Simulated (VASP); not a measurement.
# HgPt (P4/mmm) in VASP: a series of runs

The runs below take HgPt through electric field gradients, with LDA.

All numbers are computed with VASP 6.6.1; they aren't measurements. Logs are shortened: lines on timing, memory, paths and dates and some standing lists are left out, and cuts for length are marked.

### Step 1. The cell of the first run

The structure is tetragonal, space group P4/mmm (No. 123). Conventional cell: a = 3.010 Å, b = 3.010 Å, c = 3.875 Å, α = 90.00°, β = 90.00°, γ = 90.00°. Hg (site symmetry 4/mmm) has 8 Pt at 2.88 Å and 6 Hg at 3.01 to 3.88 Å within 3.9 Å. Pt (site symmetry 4/mmm) has 8 Hg at 2.88 Å and 6 Pt at 3.01 to 3.88 Å within 3.9 Å.

### Step 2. Electric field gradients, LDA (17.56 Å³/atom)

Contents of INCAR:

```
SYSTEM = HgPt
  ALGO = Normal
  EDIFF = 1E-8
  ENCUT = 520
  ISIF = 2
  ISMEAR = -1
  LASPH = .TRUE.
  LCHARG = .FALSE.
  LEFG = .TRUE.
  LREAL = .FALSE.
  LWAVE = .FALSE.
  NBANDS = 18
  NELM = 60
  PREC = Accurate
  SIGMA = 0.03
```

Contents of KPOINTS:

```
k-points
0
G
  12 12 10
  0 0 0
```

Contents of POSCAR:

```
HgPt
1.0
    3.0100965888      0.0000000000      0.0000000000
    0.0000000000      3.0100965888      0.0000000000
    0.0000000000      0.0000000000      3.8753347196
Hg Pt
1 1
Direct
    0.0000000000      0.0000000000      0.0000000000
    0.5000000000      0.5000000000      0.5000000000
```

Potentials or basis: VASP PAW LDA potentials, release 64 (Hg, Pt).

Started as:

```sh
$ cat potpaw_LDA.64/Hg/POTCAR potpaw_LDA.64/Pt/POTCAR > POTCAR
$ mpirun -np 1 vasp_std > vasp.out
```

OUTCAR:

```text
SYSTEM = HgPt
   EDIFF = 1E-8
   ENCUT = 520
   ISIF = 2
   ISMEAR = -1
   LASPH = .TRUE.
   LREAL = .FALSE.
   NELM = 60
   PREC = Accurate

 ion  position               nearest neighbor table
   1  0.000  0.000  0.000-   2 2.88   2 2.88   2 2.88   2 2.88   2 2.88   2 2.88   2 2.88   2 2.88

   2  0.500  0.500  0.500-   1 2.88   1 2.88   1 2.88   1 2.88   1 2.88   1 2.88   1 2.88   1 2.88

  LATTYP: Found a simple tetragonal cell.
 ALAT       =     3.0100965888
 C/A-ratio  =     1.2874453046

  Lattice vectors:

 A1 = (   3.0100965888,   0.0000000000,   0.0000000000)
 A2 = (   0.0000000000,   3.0100965888,   0.0000000000)
 A3 = (   0.0000000000,   0.0000000000,   3.8753347196)

Analysis of symmetry for initial positions (statically):
=====================================================================
 Subroutine PRICEL returns:
 Original cell was already a primitive cell.

 Routine SETGRP: Setting up the symmetry group for a
 simple tetragonal supercell.

 Subroutine GETGRP returns: Found 16 space group operations
 (whereof 16 operations were pure point group operations)
 out of a pool of 16 trial point group operations.

The static configuration has the point symmetry D_4h.

Analysis of symmetry for dynamics (positions and initial velocities):
=====================================================================
 Subroutine PRICEL returns:
 Original cell was already a primitive cell.

 Routine SETGRP: Setting up the symmetry group for a
 simple tetragonal supercell.

 Subroutine GETGRP returns: Found 16 space group operations
 (whereof 16 operations were pure point group operations)
 out of a pool of 16 trial point group operations.

The dynamic configuration has the point symmetry D_4h.

 Subroutine INISYM returns: Found 16 space group operations
 (whereof 16 operations are pure point group operations),
 and found     1 'primitive' translations

----------------------------------------------------------------------------------------

                                     Primitive cell

  volume of cell :      35.1132

  direct lattice vectors                    reciprocal lattice vectors
     3.010096589  0.000000000  0.000000000     0.332215253  0.000000000  0.000000000
     0.000000000  3.010096589  0.000000000     0.000000000  0.332215253  0.000000000
     0.000000000  0.000000000  3.875334720     0.000000000  0.000000000  0.258042227

  length of vectors
     3.010096589  3.010096589  3.875334720     0.332215253  0.332215253  0.258042227

  position of ions in fractional coordinates (direct lattice)
     0.000000000  0.000000000  0.000000000
     0.500000000  0.500000000  0.500000000

  ion indices of the primitive-cell ions
   primitive index   ion index
                 1           1
                 2           2

----------------------------------------------------------------------------------------

 KPOINTS: k-points

Automatic generation of k-mesh.
 Grid dimensions read from file:
 generate k-points for:   12   12   10

 Generating k-lattice:

  Cartesian coordinates                     Fractional coordinates (reciprocal lattice)
     0.027684604  0.000000000  0.000000000     0.083333333  0.000000000  0.000000000
     0.000000000  0.027684604  0.000000000     0.000000000  0.083333333  0.000000000
     0.000000000  0.000000000  0.025804223     0.000000000  0.000000000  0.100000000

  Length of vectors
     0.027684604  0.027684604  0.025804223

  Shift w.r.t. Gamma in fractional coordinates (k-lattice)
     0.000000000  0.000000000  0.000000000

 Subroutine IBZKPT returns following result:
 ===========================================

 Found    168 irreducible k-points:

 Following reciprocal coordinates:
            Coordinates               Weight
  0.000000  0.000000  0.000000      1.000000
  0.083333  0.000000  0.000000      4.000000
  0.166667  0.000000  0.000000      4.000000
  0.250000  0.000000  0.000000      4.000000
  0.333333  0.000000  0.000000      4.000000
  0.416667  0.000000  0.000000      4.000000
[... 16 lines left out ...]
  0.333333  0.333333  0.000000      4.000000
  0.416667  0.333333  0.000000      8.000000
 [... further k-points ...]
   k-points           NKPTS =    168   k-points in BZ     NKDIM =    168   number of bands    NBANDS=     18
   number of dos      NEDOS =    301   number of ions     NIONS =      2
   total plane-waves  NPLWV =  17280
   dimension x,y,z NGX =    24 NGY =   24 NGZ =   30
   dimension x,y,z NGXF=    48 NGYF=   48 NGZF=   60
   ions per type =               1   1
   NGX,Y,Z   is equivalent  to a cutoff of  13.26, 13.26, 12.87 a.u.
   NGXF,Y,Z  is equivalent  to a cutoff of  26.51, 26.51, 25.74 a.u.
 SYSTEM =  HgPt
   PREC   = accura    normal or accurate (medium, high low for compatibility)
   ISTART =      0    job   : 0-new  1-cont  2-samecut
   ICHARG =      2    charge: 1-file 2-atom 10-const
   ISPIN  =      1    spin polarized calculation?
   LNONCOLLINEAR =      F non collinear calculations
   LSORBIT =      F    spin-orbit coupling
   LASPH  =      T    aspherical Exc in radial PAW
   ENCUT  =  520.0 eV  38.22 Ry    6.18 a.u.   5.60  5.60  7.21*2*pi/ulx,y,z
   NELM   =     60;   NELMIN=  2; NELMDL= -5     # of ELM steps
   EDIFF  = 0.1E-07   stopping-criterion for ELM
   LREAL  =      F    real-space projection
   EDIFFG = 0.1E-06   stopping-criterion for IOM
   NSW    =      0    number of steps for IOM
   IBRION =     -1    ionic relax: 0-MD 1-quasi-New 2-CG
   NFREE  =      0    steps in history (QN), initial steepest desc. (CG)
   ISIF   =      2    stress and relaxation
   ISYM   =      2    0-nonsym 1-usesym 2-fastsym
   POTIM  = 0.5000    time-step for ionic-motion
   TEBEG  =    0.0;   TEEND  =   0.0 temperature during run
   PSTRESS=    0.0 pullay stress
   NELECT =      22.0000    total number of electrons
   NUPDOWN=      -1.0000    fix difference up-down
   EMIN   =  10.00;   EMAX   =-10.00  energy-range for DOS
   EFERMI =   0.00;   METHOD = LEGACY
   ISMEAR =    -1;   SIGMA  =   0.03  broadening in eV -4-tet -1-fermi 0-gaus
   EFERMI_NEDOS =   21; number of points for ismear=-14 and -15
   IALGO  =     38    algorithm
   IMIX   =      4    mixing-type and parameters
     AMIX     =   0.40;   BMIX     =  1.00
     AMIX_MAG =   1.60;   BMIX_MAG =  1.00
  volume/ion in A,a.u.               =      17.56       118.48
  Fermi-wavevector in a.u.,A,eV,Ry     =   1.400852  2.647227 26.699900  1.962387
  Thomas-Fermi vector in A             =   2.523772
   LORBIT       =      0    0 simple, 1 ext, 2 COOP (PROOUT), +10 PAW based schemes
   GGA     = CA    functional components
   LHFCALC =     F    Hartree Fock is set to
   AEXX    =    0.0000 exact exchange contribution
   IVDW    =     0    specifies the selected vdW correction
   LEPSILON=     F    determine dielectric tensor
   LRPA    =     F    only Hartree local field effects (RPA)
 non-spin polarized calculation
  energy-cutoff  :      520.00
  volume of cell :       35.11
 maximum number of plane-waves:       960
 NGX is ok and might be reduce to    24
   NGX = 11   NGY = 11   NGZ = 15

 number of electron      22.0000002 magnetization

 Free energy of the ion-electron system (eV)
  ---------------------------------------------------
  ext. energy  EPLUGINS =         0.00000000
  ---------------------------------------------------
  free energy    TOTEN  =        -8.50653233 eV

  energy without entropy =       -8.50462072  energy(sigma->0) =       -8.50557653

 E-fermi :   6.7642     XC(G=0): -12.8126

 val. band max:        6.7584384662   @ k =   0.0833   0.0000   0.2000
 cond. band min:       6.7745753585   @ k =   0.5000   0.0833   0.4000
 fundamental gap:      0.0161368923
 Fermi energy:         6.7642290809

 k-point     1 :       0.0000    0.0000    0.0000
  band No.  band energies     occupation
      1      -3.4940      2.00000
      2      -1.7465      2.00000
      3      -1.5380      2.00000
      4      -0.1474      2.00000
      5      -0.1474      2.00000
      6       0.4413      2.00000
[... 10 lines left out ...]
     17      22.2384      0.00000
     18      24.2871      0.00000

 k-point     2 :       0.0833    0.0000    0.0000
  band No.  band energies     occupation
      1      -3.3455      2.00000
      2      -1.6832      2.00000
      3      -1.4708      2.00000
      4      -0.1979      2.00000
      5      -0.1241      2.00000
      6       0.3959      2.00000
[... 10 lines left out ...]
     17      22.6225      0.00000
     18      23.8933      0.00000

 k-point     3 :       0.1667    0.0000    0.0000
  band No.  band energies     occupation
      1      -2.9205      2.00000
      2      -1.5295      2.00000
      3      -1.2472      2.00000
      4      -0.3329      2.00000
      5      -0.0589      2.00000
      6       0.2743      2.00000
[... 10 lines left out ...]
     17      22.1546      0.00000
     18      23.3354      0.00000

 k-point     4 :       0.2500    0.0000    0.0000
  band No.  band energies     occupation
      1      -2.3039      2.00000
      2      -1.3099      2.00000
      3      -0.8615      2.00000
      4      -0.5112      2.00000
      5       0.0335      2.00000
      6       0.1132      2.00000
[... 10 lines left out ...]
     17      21.8599      0.00000
     18      23.0414      0.00000

 k-point     5 :       0.3333    0.0000    0.0000
  band No.  band energies     occupation
      1      -1.7382      2.00000
      2      -0.9750      2.00000
      3      -0.6830      2.00000
      4      -0.2958      2.00000
      5      -0.0425      2.00000
      6       0.1303      2.00000
[... 10 lines left out ...]
     17      20.6127      0.00000
     18      22.6144      0.00000

 k-point     6 :       0.4167    0.0000    0.0000
  band No.  band energies     occupation
      1      -1.4581      2.00000
      2      -0.8049      2.00000
      3      -0.6325      2.00000
      4      -0.1533      2.00000
      5       0.2044      2.00000
      6       0.5092      2.00000
[... 307 lines left out ...]
 k-point    21 :       0.4167    0.2500    0.0000
  band No.  band energies     occupation
      1      -1.3345      2.00000
      2      -1.0503      2.00000
      3      -0.7803      2.00000
      4      -0.6855      2.00000
      5      -0.2051      2.00000
      6       1.9116      2.00000
[... 10 lines left out ...]
     17      18.5901      0.00000
     18      18.9106      0.00000

 k-point    22 :       0.5000    0.2500    0.0000
  band No.  band energies     occupation
      1      -1.3515      2.00000
      2      -1.0990      2.00000
      3      -0.7623      2.00000
      4      -0.7187      2.00000
      5      -0.1669      2.00000
      6       2.8578      2.00000
[... 10 lines left out ...]
     17      17.3742      0.00000
     18      18.4158      0.00000

 k-point    23 :       0.3333    0.3333    0.0000
  band No.  band energies     occupation
      1      -1.5010      2.00000
      2      -1.0529      2.00000
      3      -0.8535      2.00000
      4      -0.8525      2.00000
      5       0.1637      2.00000
      6       1.5248      2.00000
[... 10 lines left out ...]
     17      18.8844      0.00000
     18      19.2684      0.00000

 k-point    24 :       0.4167    0.3333    0.0000
  band No.  band energies     occupation
      1      -1.6448      2.00000
      2      -1.1710      2.00000
      3      -1.0054      2.00000
      4      -0.8773      2.00000
      5       0.4338      2.00000
      6       2.3867      2.00000
[... 10 lines left out ...]
     17      18.0402      0.00000
     18      18.2814      0.00000

 [... further k-points ...]

------------------------ aborting loop because EDIFF is reached ----------------------------------------

  FORCE on cell =-STRESS in cart. coord.  units (eV):
  Direction    XX          YY          ZZ          XY          YZ          ZX
  --------------------------------------------------------------------------------------
  -------------------------------------------------------------------------------------
  Total       -1.4666494     -1.4666494     -1.3495362      0.0000000      0.0000000      0.0000000
  in kB      -66.9216771    -66.9216771    -61.5779246      0.0000000      0.0000000      0.0000000
  external PRESSURE =     -65.1404262 kB  Pullay stress =       0.0000000 kB

 VOLUME and BASIS-vectors are now :
 -----------------------------------------------------------------------------
  energy-cutoff  :      520.00
  volume of cell :       35.11
      direct lattice vectors                 reciprocal lattice vectors
     3.010096589  0.000000000  0.000000000     0.332215253  0.000000000  0.000000000
     0.000000000  3.010096589  0.000000000     0.000000000  0.332215253  0.000000000
     0.000000000  0.000000000  3.875334720     0.000000000  0.000000000  0.258042227

 POSITION                                       TOTAL-FORCE (eV/Angst)
 -----------------------------------------------------------------------------------
      0.00000      0.00000      0.00000         0.000000      0.000000      0.000000
      1.50505      1.50505      1.93767         0.000000      0.000000      0.000000
 -----------------------------------------------------------------------------------
    total drift:                                0.000000      0.000000     -0.000000

  FREE ENERGIE OF THE ION-ELECTRON SYSTEM (eV)
  ---------------------------------------------------
  free  energy   TOTEN  =        -8.5065323297 eV

  energy  without entropy=       -8.5046207250  energy(sigma->0) =       -8.50557653

 Electric field gradients (V/A^2)
---------------------------------------------------------------------
 ion       V_xx      V_yy      V_zz      V_xy      V_xz      V_yz
---------------------------------------------------------------------
   1      49.544    49.544   -99.088     0.000    -0.000    -0.000
   2     -47.108   -47.108    94.216    -0.000     0.000    -0.000
---------------------------------------------------------------------

 Electric field gradients after diagonalization (V/A^2)
 (convention: |V_zz| > |V_xx| > |V_yy|)
----------------------------------------------------------------------
 ion       V_xx      V_yy      V_zz     asymmetry (V_yy - V_xx)/ V_zz
----------------------------------------------------------------------
   1      49.544    49.544   -99.088       0.000
   2     -47.108   -47.108    94.216       0.000
----------------------------------------------------------------------

           NMR quadrupolar parameters

 Cq : quadrupolar parameter    Cq=e*Q*V_zz/h
 eta: asymmetry parameters     (V_yy - V_xx)/ V_zz
 Q  : nuclear electric quadrupole moment in mb (millibarn)
----------------------------------------------------------------------
 ion       Cq(MHz)       eta       Q (mb)
----------------------------------------------------------------------
   1      -0.240       0.000       1.000
   2       0.228       0.000       1.000
----------------------------------------------------------------------
```

Run time: 2.2 min. Hardware: 1 thread of AMD EPYC 7R43 (Zen 3), shared host; peak memory 0.19 GiB.

What came out:

```yaml
Free_energy: -8.5065 eV
Pressure: -6.5 GPa
Band_gap_on_the_k_mesh: zero (bands 11 and 12 overlap by 3.52 eV)
Largest_electric_field_gradient_by_atom: Hg -99.1; Pt +94.2 V/Å²
```

Levels at points of the mesh, in eV from the Fermi level:
```tsv
k point	band 7	band 8	band 9	band 10	band 11	band 12	band 13	band 14	band 15	band 16
(0.00, 0.00, 0.00)	-3.71	-2.88	-1.13	-1.13	-0.85	1.64	6.41	8.28	8.28	14.71
(0.50, 0.00, 0.00)	-3.79	-3.63	-3.50	-2.25	-1.62	0.75	8.62	9.63	10.00	10.48
(0.50, 0.50, 0.00)	-1.49	-1.49	-1.42	-0.05	-0.05	-0.04	3.79	5.02	9.23	10.08
(0.00, 0.00, 0.50)	-6.08	-4.16	-2.20	-2.11	-2.11	-1.00	13.30	13.30	13.97	13.97
(0.50, 0.00, 0.50)	-3.34	-1.71	-1.47	-1.13	-1.06	-1.02	2.49	2.96	13.45	13.74
(0.50, 0.50, 0.50)	-4.22	-4.22	-1.56	-0.03	1.52	4.90	5.88	5.88	5.94	5.94
```

Electric field gradients, principal values (V/Å²):
| atom | least | middle | greatest (by size) |
| --- | --- | --- | --- |
| 1 Hg | 49.544 | 49.544 | -99.088 |
| 2 Pt | -47.108 | -47.108 | 94.216 |

Caveat: the cell stands under tension; without QUAD_EFG the Cq values of the log hold for a quadrupole moment of 1 mb, not for the nuclei; spin-orbit coupling is left out, which moves the levels of the heavy elements.

[end of part 1 of 2]
